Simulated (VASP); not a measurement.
# BaZrO3 (Pm-3m) in VASP: a series of runs, part 2 of 2

VASP 6.6.1. The steps go on from the part before.

### Step 4. Single point, PBE

This run uses another cell than the first one, of 15.02 Å³/atom, 1.063 times its volume.

Input file INCAR:

```
  PREC = Accurate
  ENCUT = 520
  EDIFF = 1E-6
  ISMEAR = -1
  SIGMA = 0.05
  LREAL = False
  LASPH = True
  NELM = 100
  ALGO = Normal
  ISIF = 2
  LWAVE = False
  LCHARG = False
  GGA = PE
  NBANDS = 28
```

Input file KPOINTS:

```
Automatic mesh
0
Gamma
  6 6 6
```

Input file POSCAR:

```
BaZrO3
1.0
    4.2190980275      0.0000000000      0.0000000000
    0.0000000000      4.2190980275      0.0000000000
    0.0000000000      0.0000000000      4.2190980275
Ba Zr O
1 1 3
Direct
    0.0000000000      0.0000000000      0.0000000000
    0.5000000000      0.5000000000      0.5000000000
    0.5000000000      0.5000000000      0.0000000000
    0.5000000000      0.0000000000      0.5000000000
    0.0000000000      0.5000000000      0.5000000000
```

The run is started by

```console
$ cat potpaw_PBE.64/Ba_sv/POTCAR potpaw_PBE.64/Zr_sv/POTCAR potpaw_PBE.64/O/POTCAR > POTCAR
$ mpirun -np 1 vasp_std > vasp.out
```

Run time: 13 s. Hardware: 1 thread of Intel Xeon 6975P-C (Granite Rapids), shared host; peak memory 0.19 GiB.

The run converged. Its results:

```yaml
Free_energy: -41.7193 eV
Pressure: 1.8 GPa
Band_gap_on_the_k_mesh: 3.15 eV, indirect (least direct gap 3.39 eV)
```

Levels at points of the mesh, in eV from the valence-band top:
| k point | band 18 | band 19 | band 20 | band 21 | band 22 | band 23 |
| --- | --- | --- | --- | --- | --- | --- |
| (0.00, 0.00, 0.00) | -0.25 | -0.25 | -0.25 | 3.15 | 3.15 | 3.15 |
| (0.50, 0.00, 0.00) | -1.63 | -0.48 | -0.48 | 3.57 | 5.58 | 5.58 |
| (0.50, 0.50, 0.00) | -0.93 | -0.84 | -0.07 | 5.55 | 5.55 | 6.34 |
| (0.50, 0.50, 0.50) | 0.00 | 0.00 | 0.00 | 5.90 | 5.90 | 5.90 |

Caveat: spin-orbit coupling is left out, which moves the levels of the heavy elements. A k mesh can miss the band edges.

### Step 5. Single point, PBE

This run uses another cell than the first one, of 15.32 Å³/atom, 1.083 times its volume.

Input file INCAR:

```
SYSTEM = BaZrO3
PREC = Accurate
ENCUT = 520
EDIFF = 1E-7
ISMEAR = -1
SIGMA = 0.05
LREAL = .FALSE.
LASPH = .TRUE.
NELM = 100
ALGO = Normal
ISIF = 2
LWAVE = .FALSE.
LCHARG = .TRUE.
GGA = PE
LELF = .TRUE.
LVHAR = .TRUE.
NBANDS = 28
```

Input file KPOINTS:

```
regular mesh
0
G
  6 6 6
  0 0 0
```

POSCAR, as its differences from that of step 4:

```diff
@@ -2,5 +2,5 @@
 1.0
-    4.2190980275      0.0000000000      0.0000000000
-    0.0000000000      4.2190980275      0.0000000000
-    0.0000000000      0.0000000000      4.2190980275
+    4.2464955356      0.0000000000      0.0000000000
+    0.0000000000      4.2464955356      0.0000000000
+    0.0000000000      0.0000000000      4.2464955356
 Ba Zr O
```

Potentials or basis: VASP PAW PBE potentials, release 64 (Ba_sv, Zr_sv, O).

The run is started by

```console
$ cat potpaw_PBE.64/Ba_sv/POTCAR potpaw_PBE.64/Zr_sv/POTCAR potpaw_PBE.64/O/POTCAR > POTCAR
$ mpirun -np 1 vasp_std > vasp.out
```

OUTCAR:

```text
SYSTEM = BaZrO3
   PREC = Accurate
   ENCUT = 520
   EDIFF = 1E-7
   ISMEAR = -1
   LREAL = .FALSE.
   LASPH = .TRUE.
   NELM = 100
   ISIF = 2
   GGA = PE

 ion  position               nearest neighbor table
   1  0.000  0.000  0.000-   3 3.00   4 3.00   5 3.00   4 3.00   5 3.00   3 3.00   5 3.00   5 3.00
                             3 3.00   4 3.00   4 3.00   3 3.00   2 3.68   2 3.68   2 3.68   2 3.68
   2  0.500  0.500  0.500-   3 2.12   4 2.12   5 2.12   3 2.12   4 2.12   5 2.12   1 3.68   1 3.68
                             1 3.68   1 3.68   1 3.68   1 3.68   1 3.68   1 3.68
   3  0.500  0.500  0.000-   2 2.12   2 2.12   1 3.00   1 3.00   1 3.00   1 3.00
   4  0.500  0.000  0.500-   2 2.12   2 2.12   1 3.00   1 3.00   1 3.00   1 3.00
   5  0.000  0.500  0.500-   2 2.12   2 2.12   1 3.00   1 3.00   1 3.00   1 3.00

  LATTYP: Found a simple cubic cell.
 ALAT       =     4.2464955356

  Lattice vectors:

 A1 = (   4.2464955356,   0.0000000000,   0.0000000000)
 A2 = (   0.0000000000,   4.2464955356,   0.0000000000)
 A3 = (   0.0000000000,   0.0000000000,   4.2464955356)

Analysis of symmetry for initial positions (statically):
=====================================================================
 Subroutine PRICEL returns:
 Original cell was already a primitive cell.

 Routine SETGRP: Setting up the symmetry group for a
 simple cubic supercell.

 Subroutine GETGRP returns: Found 48 space group operations
[... 9 lines left out ...]

 Routine SETGRP: Setting up the symmetry group for a
 simple cubic supercell.

 Subroutine GETGRP returns: Found 48 space group operations
[... 11 lines left out ...]
                                     Primitive cell

  volume of cell :      76.5759

  direct lattice vectors                    reciprocal lattice vectors
     4.246495536  0.000000000  0.000000000     0.235488297  0.000000000  0.000000000
     0.000000000  4.246495536  0.000000000     0.000000000  0.235488297  0.000000000
     0.000000000  0.000000000  4.246495536     0.000000000  0.000000000  0.235488297

  length of vectors
     4.246495536  4.246495536  4.246495536     0.235488297  0.235488297  0.235488297

  position of ions in fractional coordinates (direct lattice)
     0.000000000  0.000000000  0.000000000
     0.500000000  0.500000000  0.500000000
     0.500000000  0.500000000  0.000000000
     0.500000000  0.000000000  0.500000000
     0.000000000  0.500000000  0.500000000

  ion indices of the primitive-cell ions
   primitive index   ion index
                 1           1
                 2           2
                 3           3
                 4           4
                 5           5

----------------------------------------------------------------------------------------

 KPOINTS: regular mesh

Automatic generation of k-mesh.
 Grid dimensions read from file:
 generate k-points for:    6    6    6

 Generating k-lattice:

  Cartesian coordinates                     Fractional coordinates (reciprocal lattice)
     0.039248049  0.000000000  0.000000000     0.166666667  0.000000000  0.000000000
     0.000000000  0.039248049  0.000000000     0.000000000  0.166666667  0.000000000
     0.000000000  0.000000000  0.039248049     0.000000000  0.000000000  0.166666667

  Length of vectors
     0.039248049  0.039248049  0.039248049

  Shift w.r.t. Gamma in fractional coordinates (k-lattice)
     0.000000000  0.000000000  0.000000000

 Subroutine IBZKPT returns following result:
 ===========================================

 Found     20 irreducible k-points:

 Following reciprocal coordinates:
            Coordinates               Weight
  0.000000  0.000000  0.000000      1.000000
  0.166667  0.000000  0.000000      6.000000
  0.333333  0.000000  0.000000      6.000000
  0.500000  0.000000  0.000000      3.000000
  0.166667  0.166667  0.000000     12.000000
  0.333333  0.166667  0.000000     24.000000
[... 12 lines left out ...]
  0.500000  0.500000  0.333333      6.000000
  0.500000  0.500000  0.500000      1.000000
   k-points           NKPTS =     20   k-points in BZ     NKDIM =     20   number of bands    NBANDS=     28
   number of dos      NEDOS =    301   number of ions     NIONS =      5
   total plane-waves  NPLWV =  32768
   dimension x,y,z NGX =    32 NGY =   32 NGZ =   32
   dimension x,y,z NGXF=    64 NGYF=   64 NGZF=   64
   ions per type =               1   1   3
   NGX,Y,Z   is equivalent  to a cutoff of  12.53, 12.53, 12.53 a.u.
   NGXF,Y,Z  is equivalent  to a cutoff of  25.06, 25.06, 25.06 a.u.
 SYSTEM =  BaZrO3
   PREC   = accura    normal or accurate (medium, high low for compatibility)
   ISTART =      0    job   : 0-new  1-cont  2-samecut
   ICHARG =      2    charge: 1-file 2-atom 10-const
   ISPIN  =      1    spin polarized calculation?
   LNONCOLLINEAR =      F non collinear calculations
   LSORBIT =      F    spin-orbit coupling
   LASPH  =      T    aspherical Exc in radial PAW
   ENCUT  =  520.0 eV  38.22 Ry    6.18 a.u.   7.90  7.90  7.90*2*pi/ulx,y,z
   NELM   =    100;   NELMIN=  2; NELMDL= -5     # of ELM steps
   EDIFF  = 0.1E-06   stopping-criterion for ELM
   LREAL  =      F    real-space projection
   EDIFFG = 0.1E-05   stopping-criterion for IOM
   NSW    =      0    number of steps for IOM
   IBRION =     -1    ionic relax: 0-MD 1-quasi-New 2-CG
   NFREE  =      0    steps in history (QN), initial steepest desc. (CG)
   ISIF   =      2    stress and relaxation
   ISYM   =      2    0-nonsym 1-usesym 2-fastsym
   POTIM  = 0.5000    time-step for ionic-motion
   TEBEG  =    0.0;   TEEND  =   0.0 temperature during run
   PSTRESS=    0.0 pullay stress
   NELECT =      40.0000    total number of electrons
   NUPDOWN=      -1.0000    fix difference up-down
   EMIN   =  10.00;   EMAX   =-10.00  energy-range for DOS
   EFERMI =   0.00;   METHOD = LEGACY
   ISMEAR =    -1;   SIGMA  =   0.05  broadening in eV -4-tet -1-fermi 0-gaus
   EFERMI_NEDOS =   21; number of points for ismear=-14 and -15
   IALGO  =     38    algorithm
   IMIX   =      4    mixing-type and parameters
     AMIX     =   0.40;   BMIX     =  1.00
     AMIX_MAG =   1.60;   BMIX_MAG =  1.00
  volume/ion in A,a.u.               =      15.32       103.35
  Fermi-wavevector in a.u.,A,eV,Ry     =   1.318451  2.491512 23.651202  1.738314
  Thomas-Fermi vector in A             =   2.448420
   LORBIT       =      0    0 simple, 1 ext, 2 COOP (PROOUT), +10 PAW based schemes
   GGA     = PE    functional components
   LHFCALC =     F    Hartree Fock is set to
   AEXX    =    0.0000 exact exchange contribution
   IVDW    =     0    specifies the selected vdW correction
   LEPSILON=     F    determine dielectric tensor
   LRPA    =     F    only Hartree local field effects (RPA)
 non-spin polarized calculation
  energy-cutoff  :      520.00
  volume of cell :       76.58
 maximum number of plane-waves:      2103
 NGX is ok and might be reduce to    32
   NGX = 15   NGY = 15   NGZ = 15

 number of electron      39.9999982 magnetization

 Free energy of the ion-electron system (eV)
  ---------------------------------------------------
  ext. energy  EPLUGINS =         0.00000000
  ---------------------------------------------------
  free energy    TOTEN  =       -41.72388162 eV

  energy without entropy =      -41.72388162  energy(sigma->0) =      -41.72388162

 E-fermi :   4.7356     XC(G=0): -10.5744

 val. band max:        3.5136977485   @ k =   0.5000   0.5000   0.5000
 cond. band min:       6.6150762123   @ k =   0.0000   0.0000   0.0000
 fundamental gap:      3.1013784638
 Fermi energy:         4.7356140357

 k-point     1 :       0.0000    0.0000    0.0000
  band No.  band energies     occupation
      1     -43.7503      2.00000
      2     -21.9248      2.00000
      3     -21.8601      2.00000
      4     -21.8601      2.00000
      5     -21.8601      2.00000
      6     -12.7886      2.00000
[... 20 lines left out ...]
     27      10.5529      0.00000
     28      10.5529      0.00000

 k-point     2 :       0.1667    0.0000    0.0000
  band No.  band energies     occupation
      1     -43.7496      2.00000
      2     -22.0118      2.00000
      3     -21.8587      2.00000
      4     -21.8587      2.00000
      5     -21.8132      2.00000
      6     -12.7850      2.00000
[... 550 lines left out ...]
 k-point    20 :       0.5000    0.5000    0.5000
  band No.  band energies     occupation
      1     -43.7423      2.00000
      2     -22.0526      2.00000
      3     -22.0526      2.00000
      4     -22.0526      2.00000
      5     -21.8184      2.00000
      6     -11.6852      2.00000
[... 20 lines left out ...]
     27      12.4017      0.00000
     28      12.4017      0.00000

------------------------ aborting loop because EDIFF is reached ----------------------------------------

  FORCE on cell =-STRESS in cart. coord.  units (eV):
  Direction    XX          YY          ZZ          XY          YZ          ZX
  --------------------------------------------------------------------------------------
  -------------------------------------------------------------------------------------
  Total       -0.5228028     -0.5228028     -0.5228028     -0.0000000     -0.0000000      0.0000000
  in kB      -10.9384665    -10.9384665    -10.9384665     -0.0000000     -0.0000000      0.0000000
  external PRESSURE =     -10.9384665 kB  Pullay stress =       0.0000000 kB

 VOLUME and BASIS-vectors are now :
 -----------------------------------------------------------------------------
  energy-cutoff  :      520.00
  volume of cell :       76.58
      direct lattice vectors                 reciprocal lattice vectors
     4.246495536  0.000000000  0.000000000     0.235488297  0.000000000  0.000000000
     0.000000000  4.246495536  0.000000000     0.000000000  0.235488297  0.000000000
     0.000000000  0.000000000  4.246495536     0.000000000  0.000000000  0.235488297

 POSITION                                       TOTAL-FORCE (eV/Angst)
 -----------------------------------------------------------------------------------
      0.00000      0.00000      0.00000         0.000000      0.000000      0.000000
      2.12325      2.12325      2.12325         0.000000      0.000000      0.000000
      2.12325      2.12325      0.00000         0.000000      0.000000      0.000000
      2.12325      0.00000      2.12325         0.000000      0.000000      0.000000
      0.00000      2.12325      2.12325         0.000000      0.000000      0.000000
 -----------------------------------------------------------------------------------
    total drift:                                0.000000     -0.000000     -0.000000

  FREE ENERGIE OF THE ION-ELECTRON SYSTEM (eV)
  ---------------------------------------------------
  free  energy   TOTEN  =       -41.7238816174 eV

  energy  without entropy=      -41.7238816174  energy(sigma->0) =      -41.72388162
```

OSZICAR:

```text
N       E                     dE             d eps       ncg     rms          rms(c)
DAV:   1     0.310321749461E+03    0.31032E+03   -0.21890E+04  1120   0.140E+03
DAV:   2    -0.282335348901E+02   -0.33856E+03   -0.33019E+03  1384   0.349E+02
DAV:   3    -0.488572153938E+02   -0.20624E+02   -0.20543E+02  1760   0.814E+01
DAV:   4    -0.494011592573E+02   -0.54394E+00   -0.54315E+00  1548   0.107E+01
DAV:   5    -0.494136752670E+02   -0.12516E-01   -0.12515E-01  1564   0.120E+00    0.268E+01
DAV:   6    -0.418689408249E+02    0.75447E+01   -0.39450E+01  1332   0.378E+01    0.118E+01
DAV:   7    -0.417425578987E+02    0.12638E+00   -0.28691E+00  1588   0.926E+00    0.715E+00
DAV:   8    -0.417258830898E+02    0.16675E-01   -0.38704E-01  1336   0.443E+00    0.712E-01
DAV:   9    -0.417223937795E+02    0.34893E-02   -0.60553E-02  1568   0.135E+00    0.541E-01
DAV:  10    -0.417242859147E+02   -0.18921E-02   -0.16874E-02  1552   0.104E+00    0.273E-01
DAV:  11    -0.417238146474E+02    0.47127E-03   -0.22334E-03  1368   0.379E-01    0.415E-02
DAV:  12    -0.417238861858E+02   -0.71538E-04   -0.20841E-04  1348   0.973E-02    0.458E-02
DAV:  13    -0.417238810079E+02    0.51779E-05   -0.45166E-05  1588   0.462E-02    0.815E-03
DAV:  14    -0.417238816680E+02   -0.66011E-06   -0.51532E-06  1300   0.173E-02    0.330E-03
DAV:  15    -0.417238816174E+02    0.50564E-07   -0.33015E-07  1452   0.362E-03
   1 F= -.41723882E+02 E0= -.41723882E+02  d E =-.324455E-11
```

Wall time 16 s (1 thread of Intel Xeon 6975P-C (Granite Rapids), shared host); peak memory 0.2 GiB.

What came out:

```
Free energy            : -41.7239 eV
Pressure               : -1.1 GPa
Band gap on the k mesh : 3.10 eV, indirect (least direct gap 3.37 eV)
```

Levels at points of the mesh, in eV from the valence-band top:
| k point | band 18 | band 19 | band 20 | band 21 | band 22 | band 23 |
| --- | --- | --- | --- | --- | --- | --- |
| (0.00, 0.00, 0.00) | -0.26 | -0.26 | -0.26 | 3.10 | 3.10 | 3.10 |
| (0.50, 0.00, 0.00) | -1.58 | -0.50 | -0.50 | 3.51 | 5.45 | 5.45 |
| (0.50, 0.50, 0.00) | -0.93 | -0.88 | -0.07 | 5.43 | 5.43 | 6.22 |
| (0.50, 0.50, 0.50) | 0.00 | 0.00 | 0.00 | 5.83 | 5.83 | 5.83 |

Caveat: spin-orbit coupling is left out, which moves the levels of the heavy elements.

### Step 6. The runs side by side

| cell | gap on the mesh (eV) | pressure (GPa) |
| --- | --- | --- |
| a = 4.135 Å, 5 atoms | 3.28 | 12.8 |
| a = 4.163 Å, 5 atoms | 3.23 | 8.7 |
| a = 4.219 Å, 5 atoms | 3.15 | 1.8 |
| a = 4.246 Å, 5 atoms | 3.10 | -1.1 |

Alike in all rows: task single point; level PBE; potentials or basis VASP PAW PBE potentials, release 64 (Ba_sv, Zr_sv, O); no spin polarisation; k mesh 6 × 6 × 6; cutoff (eV) 520; smearing fermi-dirac 0.05 eV.

Caveats: spin-orbit coupling is left out, which moves the levels of the heavy elements.

Absolute energies hang on the potentials; compare differences alone.
